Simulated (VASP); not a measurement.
# C (Fd-3m) in VASP: notebook

The runs below take C through single point, relaxation of cell and atoms, with PBEsol.

Everything below comes from runs of VASP 6.6.1. Logs are shortened: lines on timing, memory, paths and dates and some standing lists are left out, and cuts for length are marked.

### 1 The cell of the first run

Symmetry: Fd-3m, No. 227, cubic system. Conventional cell: a = 3.554 Å, b = 3.554 Å, c = 3.554 Å, α = 90.00°, β = 90.00°, γ = 90.00°. Within 2.1 Å of C (site symmetry -43m) lie 4 C at 1.54 Å.

### 2 Single point, PBEsol

Input file INCAR:

```
SYSTEM = C
ALGO = Normal
EDIFF = 1E-7
ENCUT = 520
GGA = PS
ISIF = 2
ISMEAR = 0
LASPH = .TRUE.
LCHARG = .FALSE.
LREAL = .FALSE.
LWAVE = .FALSE.
NBANDS = 11
NELM = 80
PREC = Accurate
SIGMA = 0.02
```

Input file KPOINTS:

```
k-points
0
G
  12 12 12
  0 0 0
```

Input file POSCAR:

```
C
1.0
    0.0000000000      1.7768990918      1.7768990918
    1.7768990918      0.0000000000      1.7768990918
    1.7768990918      1.7768990918      0.0000000000
C
2
Direct
    0.5000000000      0.5000000000      0.5000000000
    0.7500000000      0.7500000000      0.7500000000
```

Potentials or basis: VASP PAW PBE potentials, release 64 (C).

Launch:

```console
cat potpaw_PBE.64/C/POTCAR > POTCAR
mpirun -np 1 vasp_std > vasp.out
```

OUTCAR:

```text
SYSTEM = C
   EDIFF = 1E-7
   ENCUT = 520
   GGA = PS
   ISIF = 2
   ISMEAR = 0
   LASPH = .TRUE.
   LREAL = .FALSE.
   NELM = 80
   PREC = Accurate

 ion  position               nearest neighbor table
   1  0.500  0.500  0.500-   2 1.54   2 1.54   2 1.54   2 1.54
   2  0.750  0.750  0.750-   1 1.54   1 1.54   1 1.54   1 1.54

  LATTYP: Found a face centered cubic cell.
 ALAT       =     3.5537981836

  Lattice vectors:

 A1 = (   0.0000000000,   1.7768990918,   1.7768990918)
 A2 = (   1.7768990918,   0.0000000000,   1.7768990918)
 A3 = (   1.7768990918,   1.7768990918,   0.0000000000)

Analysis of symmetry for initial positions (statically):
=====================================================================
 Subroutine PRICEL returns:
 Original cell was already a primitive cell.

 Routine SETGRP: Setting up the symmetry group for a
 face centered cubic supercell.

 Subroutine GETGRP returns: Found 48 space group operations
 (whereof 24 operations were pure point group operations)
 out of a pool of 48 trial point group operations.

The static configuration has the point symmetry T_d .
 The point group associated with its full space group is O_h .

Analysis of symmetry for dynamics (positions and initial velocities):
=====================================================================
 Subroutine PRICEL returns:
 Original cell was already a primitive cell.

 Routine SETGRP: Setting up the symmetry group for a
 face centered cubic supercell.

 Subroutine GETGRP returns: Found 48 space group operations
 (whereof 24 operations were pure point group operations)
 out of a pool of 48 trial point group operations.

The dynamic configuration has the point symmetry T_d .
 The point group associated with its full space group is O_h .

 Subroutine INISYM returns: Found 48 space group operations
 (whereof 24 operations are pure point group operations),
 and found     1 'primitive' translations

----------------------------------------------------------------------------------------

                                     Primitive cell

  volume of cell :      11.2207

  direct lattice vectors                    reciprocal lattice vectors
     0.000000000  1.776899092  1.776899092    -0.281389080  0.281389080  0.281389080
     1.776899092  0.000000000  1.776899092     0.281389080 -0.281389080  0.281389080
     1.776899092  1.776899092  0.000000000     0.281389080  0.281389080 -0.281389080

  length of vectors
     2.512914795  2.512914795  2.512914795     0.487380183  0.487380183  0.487380183

  position of ions in fractional coordinates (direct lattice)
     0.500000000  0.500000000  0.500000000
     0.750000000  0.750000000  0.750000000

  ion indices of the primitive-cell ions
   primitive index   ion index
                 1           1
                 2           2

----------------------------------------------------------------------------------------

 KPOINTS: k-points

Automatic generation of k-mesh.
 Grid dimensions read from file:
 generate k-points for:   12   12   12

 Generating k-lattice:

  Cartesian coordinates                     Fractional coordinates (reciprocal lattice)
    -0.023449090  0.023449090  0.023449090     0.083333333  0.000000000  0.000000000
     0.023449090 -0.023449090  0.023449090     0.000000000  0.083333333  0.000000000
     0.023449090  0.023449090 -0.023449090     0.000000000  0.000000000  0.083333333

  Length of vectors
     0.040615015  0.040615015  0.040615015

  Shift w.r.t. Gamma in fractional coordinates (k-lattice)
     0.000000000  0.000000000  0.000000000

 Subroutine IBZKPT returns following result:
 ===========================================

 Found     72 irreducible k-points:

 Following reciprocal coordinates:
            Coordinates               Weight
  0.000000  0.000000  0.000000      1.000000
  0.083333  0.000000  0.000000      8.000000
  0.166667  0.000000  0.000000      8.000000
  0.250000  0.000000  0.000000      8.000000
  0.333333  0.000000  0.000000      8.000000
  0.416667  0.000000  0.000000      8.000000
[... 16 lines left out ...]
  0.500000  0.166667  0.000000     24.000000
 -0.416667  0.166667  0.000000     24.000000
 [... further k-points ...]
   k-points           NKPTS =     72   k-points in BZ     NKDIM =     72   number of bands    NBANDS=     11
   number of dos      NEDOS =    301   number of ions     NIONS =      2
   total plane-waves  NPLWV =   8000
   dimension x,y,z NGX =    20 NGY =   20 NGZ =   20
   dimension x,y,z NGXF=    40 NGYF=   40 NGZF=   40
   ions per type =               2
   NGX,Y,Z   is equivalent  to a cutoff of  13.23, 13.23, 13.23 a.u.
   NGXF,Y,Z  is equivalent  to a cutoff of  26.46, 26.46, 26.46 a.u.
 SYSTEM =  C
   PREC   = accura    normal or accurate (medium, high low for compatibility)
   ISTART =      0    job   : 0-new  1-cont  2-samecut
   ICHARG =      2    charge: 1-file 2-atom 10-const
   ISPIN  =      1    spin polarized calculation?
   LNONCOLLINEAR =      F non collinear calculations
   LSORBIT =      F    spin-orbit coupling
   LASPH  =      T    aspherical Exc in radial PAW
   ENCUT  =  520.0 eV  38.22 Ry    6.18 a.u.   4.67  4.67  4.67*2*pi/ulx,y,z
   NELM   =     80;   NELMIN=  2; NELMDL= -5     # of ELM steps
   EDIFF  = 0.1E-06   stopping-criterion for ELM
   LREAL  =      F    real-space projection
   EDIFFG = 0.1E-05   stopping-criterion for IOM
   NSW    =      0    number of steps for IOM
   IBRION =     -1    ionic relax: 0-MD 1-quasi-New 2-CG
   NFREE  =      0    steps in history (QN), initial steepest desc. (CG)
   ISIF   =      2    stress and relaxation
   ISYM   =      2    0-nonsym 1-usesym 2-fastsym
   POTIM  = 0.5000    time-step for ionic-motion
   TEBEG  =    0.0;   TEEND  =   0.0 temperature during run
   PSTRESS=    0.0 pullay stress
   NELECT =       8.0000    total number of electrons
   NUPDOWN=      -1.0000    fix difference up-down
   EMIN   =  10.00;   EMAX   =-10.00  energy-range for DOS
   EFERMI =   0.00;   METHOD = LEGACY
   ISMEAR =     0;   SIGMA  =   0.02  broadening in eV -4-tet -1-fermi 0-gaus
   EFERMI_NEDOS =   21; number of points for ismear=-14 and -15
   IALGO  =     38    algorithm
   IMIX   =      4    mixing-type and parameters
     AMIX     =   0.40;   BMIX     =  1.00
     AMIX_MAG =   1.60;   BMIX_MAG =  1.00
  volume/ion in A,a.u.               =       5.61        37.86
  Fermi-wavevector in a.u.,A,eV,Ry     =   1.462510  2.763742 29.101969  2.138934
  Thomas-Fermi vector in A             =   2.578714
   LORBIT       =      0    0 simple, 1 ext, 2 COOP (PROOUT), +10 PAW based schemes
   GGA     = PS    functional components
   LHFCALC =     F    Hartree Fock is set to
   AEXX    =    0.0000 exact exchange contribution
   IVDW    =     0    specifies the selected vdW correction
   LEPSILON=     F    determine dielectric tensor
   LRPA    =     F    only Hartree local field effects (RPA)
 non-spin polarized calculation
 Gauss-broadening in eV      SIGMA  =   0.02
  energy-cutoff  :      520.00
  volume of cell :       11.22
 maximum number of plane-waves:       311
   NGX =  9   NGY =  9   NGZ =  9

 number of electron       7.9999999 magnetization

 Free energy of the ion-electron system (eV)
  ---------------------------------------------------
  ext. energy  EPLUGINS =         0.00000000
  ---------------------------------------------------
  free energy    TOTEN  =       -19.24969960 eV

  energy without entropy =      -19.24969960  energy(sigma->0) =      -19.24969960

 E-fermi :  10.0325     XC(G=0): -13.4868

 val. band max:        9.8678616634   @ k =   0.0000   0.0000   0.0000
 cond. band min:      13.9284686466   @ k =   0.3333   0.3333   0.0000
 fundamental gap:      4.0606069832
 Fermi energy:        10.0324959856

 k-point     1 :       0.0000    0.0000    0.0000
  band No.  band energies     occupation
      1     -11.8013      2.00000
      2       9.8679      2.00000
      3       9.8679      2.00000
      4       9.8679      2.00000
      5      15.4370      0.00000
      6      15.4370      0.00000
      7      15.4370      0.00000
      8      23.4859      0.00000
      9      28.9662      0.00000
     10      36.4563      0.00000
     11      36.4563      0.00000

 k-point     2 :       0.0833    0.0000    0.0000
  band No.  band energies     occupation
      1     -11.6070      2.00000
      2       8.6220      2.00000
      3       9.5382      2.00000
      4       9.5382      2.00000
      5      15.8684      0.00000
      6      15.8684      0.00000
      7      16.1698      0.00000
      8      23.6326      0.00000
      9      29.2940      0.00000
     10      34.2094      0.00000
     11      34.2094      0.00000

 k-point     3 :       0.1667    0.0000    0.0000
  band No.  band energies     occupation
      1     -11.0264      2.00000
      2       6.0600      2.00000
      3       8.8254      2.00000
      4       8.8254      2.00000
      5      16.7999      0.00000
      6      16.7999      0.00000
      7      17.2922      0.00000
      8      24.0483      0.00000
      9      29.9796      0.00000
     10      32.5895      0.00000
     11      32.5895      0.00000
[... 267 lines left out ...]
 k-point    23 :       0.5000    0.1667    0.0000
  band No.  band energies     occupation
      1      -5.9594      2.00000
      2      -2.3053      2.00000
      3       4.8187      2.00000
      4       5.8360      2.00000
      5      16.8927      0.00000
      6      20.6076      0.00000
      7      21.2163      0.00000
      8      24.1396      0.00000
      9      29.9266      0.00000
     10      33.7525      0.00000
     11      36.4455      0.00000

 k-point    24 :      -0.4167    0.1667    0.0000
  band No.  band energies     occupation
      1      -5.5083      2.00000
      2      -2.8439      2.00000
      3       4.3217      2.00000
      4       6.2225      2.00000
      5      17.3359      0.00000
      6      20.1112      0.00000
      7      21.1885      0.00000
      8      25.3372      0.00000
      9      29.2222      0.00000
     10      34.0080      0.00000
     11      34.4776      0.00000

 [... further k-points ...]

------------------------ aborting loop because EDIFF is reached ----------------------------------------

  FORCE on cell =-STRESS in cart. coord.  units (eV):
  Direction    XX          YY          ZZ          XY          YZ          ZX
  --------------------------------------------------------------------------------------
  -------------------------------------------------------------------------------------
  Total        0.0777401      0.0777401      0.0777401      0.0000000     -0.0000000     -0.0000000
  in kB       11.1003651     11.1003651     11.1003651      0.0000000     -0.0000000     -0.0000000
  external PRESSURE =      11.1003651 kB  Pullay stress =       0.0000000 kB

 VOLUME and BASIS-vectors are now :
 -----------------------------------------------------------------------------
  energy-cutoff  :      520.00
  volume of cell :       11.22
      direct lattice vectors                 reciprocal lattice vectors
     0.000000000  1.776899092  1.776899092    -0.281389080  0.281389080  0.281389080
     1.776899092  0.000000000  1.776899092     0.281389080 -0.281389080  0.281389080
     1.776899092  1.776899092  0.000000000     0.281389080  0.281389080 -0.281389080

 POSITION                                       TOTAL-FORCE (eV/Angst)
 -----------------------------------------------------------------------------------
      1.77690      1.77690      1.77690         0.000000      0.000000     -0.000000
      2.66535      2.66535      2.66535        -0.000000     -0.000000      0.000000
 -----------------------------------------------------------------------------------
    total drift:                                0.000000     -0.000000      0.000000

  FREE ENERGIE OF THE ION-ELECTRON SYSTEM (eV)
  ---------------------------------------------------
  free  energy   TOTEN  =       -19.2496996047 eV

  energy  without entropy=      -19.2496996047  energy(sigma->0) =      -19.24969960
```

Run time: 8.6 s. Hardware: 1 thread of AMD EPYC 9R45 (Zen 5), shared host; peak memory 0.08 GiB.

Results:

```yaml
Free_energy: -19.2497 eV
Pressure: 1.1 GPa
Band_gap_on_the_k_mesh: 4.06 eV, indirect (least direct gap 5.57 eV)
```

Levels at points of the mesh, in eV from the valence-band top:
```tsv
k point	band 2	band 3	band 4	band 5	band 6	band 7
(0.00, 0.00, 0.00)	0.00	0.00	0.00	5.57	5.57	5.57
(0.50, 0.00, 0.00)	-13.59	-2.84	-2.84	8.43	8.43	8.99
(0.50, 0.50, 0.00)	-12.85	-6.40	-6.40	4.62	4.62	16.95
```

Caveat: the PAW data sets were made with another functional, which shifts forces and pressure a little. A k mesh can miss the band edges.

### 3 Relaxation of cell and atoms, PBEsol

This run uses another cell than the first one, of 5.67 Å³/atom, 1.011 times its volume.

Input file INCAR:

```
SYSTEM = C
PREC     = Accurate       ! precision mode
ENCUT    = 600            ! plane-wave cutoff, eV
EDIFF    = 1E-6           ! SCF threshold, eV
ISMEAR   = 0              ! smearing method
SIGMA    = 0.02           ! smearing width, eV
LREAL    = .FALSE.        ! projectors in reciprocal space
LASPH    = .TRUE.         ! aspherical terms in the spheres
NELM     = 60             ! most SCF steps
ALGO     = Normal         ! electronic algorithm
ISIF     = 3              ! what is computed and relaxed
LWAVE    = .FALSE.        ! write WAVECAR
LCHARG   = .FALSE.        ! write CHGCAR
GGA      = PS             ! functional
IBRION   = 2              ! ionic algorithm
NSW      = 100            ! ionic steps
EDIFFG   = -0.005         ! ionic threshold
```

Input file KPOINTS:

```
regular mesh
0
G
  12 12 12
  0 0 0
```

Input file POSCAR:

```
C
1.0
    0.0000000000      1.7834000000      1.7834000000
    1.7834000000      0.0000000000      1.7834000000
    1.7834000000      1.7834000000      0.0000000000
C
2
Direct
    0.5000000000      0.5000000000      0.5000000000
    0.7500000000      0.7500000000      0.7500000000
```

Potentials or basis: VASP PAW PBE potentials, release 64 (C).

Launch:

```console
cat potpaw_PBE.64/C/POTCAR > POTCAR
mpirun -np 1 vasp_std > vasp.out
```

It took 12 s on 1 thread of AMD EPYC 9R45 (Zen 5), shared host; peak memory 0.08 GiB.

It converged, with:

| Item | Value |
| --- | --- |
| Free energy | -19.2548 eV |
| Relaxed volume | 5.62 Å³/atom |
| Relaxed cell | a = 2.514 Å, b = 2.514 Å, c = 2.514 Å, α = 60.00°, β = 60.00°, γ = 60.00° |
| Space group after relaxing (to 0.05 Å) | Fd-3m (No. 227) |
| Energy gained by relaxing | 0.8 meV/atom |
| Ionic steps | 3 |
| Pressure after relaxing | 0.0 GPa |
| Band gap on the k mesh | 4.06 eV, indirect (least direct gap 5.57 eV) |

Step by step:
| step | energy change (eV) | largest force (eV/Å) | pressure (GPa) | volume (Å³) |
| --- | --- | --- | --- | --- |
| 1 | 0.0000 | 0.0000 | -4.43 | 11.34 |
| 2 | 0.0010 | 0.0000 | 5.86 | 11.09 |
| 3 | -0.0016 | 0.0000 | -0.01 | 11.23 |

Final structure:
```cif
data_structure
_symmetry_space_group_name_H-M 'P 1'
_symmetry_Int_Tables_number 1
_cell_length_a 2.5137
_cell_length_b 2.5137
_cell_length_c 2.5137
_cell_angle_alpha 60.000
_cell_angle_beta 60.000
_cell_angle_gamma 60.000
_cell_volume 11.23
loop_
_atom_site_label
_atom_site_type_symbol
_atom_site_fract_x
_atom_site_fract_y
_atom_site_fract_z
_atom_site_occupancy
C1 C 0.50000 0.50000 0.50000 1
C2 C 0.75000 0.75000 0.75000 1
```

Levels at points of the mesh, in eV from the valence-band top:
| k point | band 2 | band 3 | band 4 | band 5 | band 6 | band 7 |
| --- | --- | --- | --- | --- | --- | --- |
| (0.00, 0.00, 0.00) | 0.00 | 0.00 | 0.00 | 5.57 | 5.57 | 5.57 |
| (0.50, 0.00, 0.00) | -13.58 | -2.84 | -2.84 | 8.43 | 8.43 | 8.97 |
| (0.50, 0.50, 0.00) | -12.85 | -6.40 | -6.40 | 4.62 | 4.62 | 16.93 |

Caveat: the PAW data sets were made with another functional, which shifts forces and pressure a little. A k mesh can miss the band edges.

### 4 Single point, PBEsol

Input file INCAR:

```
SYSTEM = C
ALGO = Normal
EDIFF = 1E-6
ENCUT = 910
GGA = PS
GGA_COMPAT = .FALSE.
ISIF = 2
ISMEAR = 0
LASPH = .TRUE.
LCHARG = .FALSE.
LREAL = .FALSE.
LWAVE = .FALSE.
NBANDS = 11
NELM = 120
PREC = Accurate
SIGMA = 0.02
```

Input file KPOINTS:

```
k-points
0
G
  12 12 12
  0 0 0
```

Input file POSCAR:

```
C
1.0
    0.0000000000      1.7768990918      1.7768990918
    1.7768990918      0.0000000000      1.7768990918
    1.7768990918      1.7768990918      0.0000000000
C
2
Direct
    0.5000000000      0.5000000000      0.5000000000
    0.7500000000      0.7500000000      0.7500000000
```

Potentials or basis: VASP PAW PBE potentials, release 64 (C_h).

Launch:

```console
cat potpaw_PBE.64/C_h/POTCAR > POTCAR
mpirun -np 1 vasp_std > vasp.out
```

It took 22 s on 1 thread of AMD EPYC 7R13 (Zen 3), shared host; peak memory 0.12 GiB.

Results (log left out):

```yaml
Free_energy: -19.2763 eV
Pressure: 0.0 GPa
Band_gap_on_the_k_mesh: 4.07 eV, indirect (least direct gap 5.57 eV)
```

Levels at points of the mesh, in eV from the valence-band top:
```csv
k point,band 1,band 2,band 3,band 4,band 5,band 6,band 7,band 8
"(0.00, 0.00, 0.00)",-21.67,0.00,0.00,0.00,5.57,5.57,5.57,13.62
"(0.50, 0.00, 0.00)",-15.77,-13.58,-2.84,-2.84,8.43,8.43,8.99,15.59
"(0.50, 0.50, 0.00)",-12.85,-12.85,-6.40,-6.40,4.63,4.63,16.95,16.95
```

Caveat: the cutoff is under 1.25 times the usual one of these potentials, so pressure, stress and relaxed cells hold a basis-set (Pulay) error; the PAW data sets were made with another functional, which shifts forces and pressure a little.

### 5 Summary

```tsv
task	potentials or basis	cell	cutoff (eV)	second run	gap on the mesh (eV)	pressure (GPa)
single point	VASP PAW PBE potentials, release 64 (C)	a = 2.513 Å, angles 60.0°, 2 atoms	520	-	4.06	1.1
relaxation of cell and atoms	VASP PAW PBE potentials, release 64 (C)	relaxed from a = 2.522 Å, angles 60.0°, 2 atoms	600	-	4.06	0.0
single point	VASP PAW PBE potentials, release 64 (C_h)	a = 2.513 Å, angles 60.0°, 2 atoms	910	hard_potentials	4.07	0.0
```

Alike in all rows: level PBEsol; no spin polarisation; k mesh 12 × 12 × 12; smearing gaussian 0.02 eV.

Caveats: the PAW data sets were made with another functional, which shifts forces and pressure a little; the cutoff is under 1.25 times the usual one of these potentials, so pressure, stress and relaxed cells hold a basis-set (Pulay) error (some runs).

Total energies depend on the potentials used, so only differences within one code and one set of settings carry meaning.
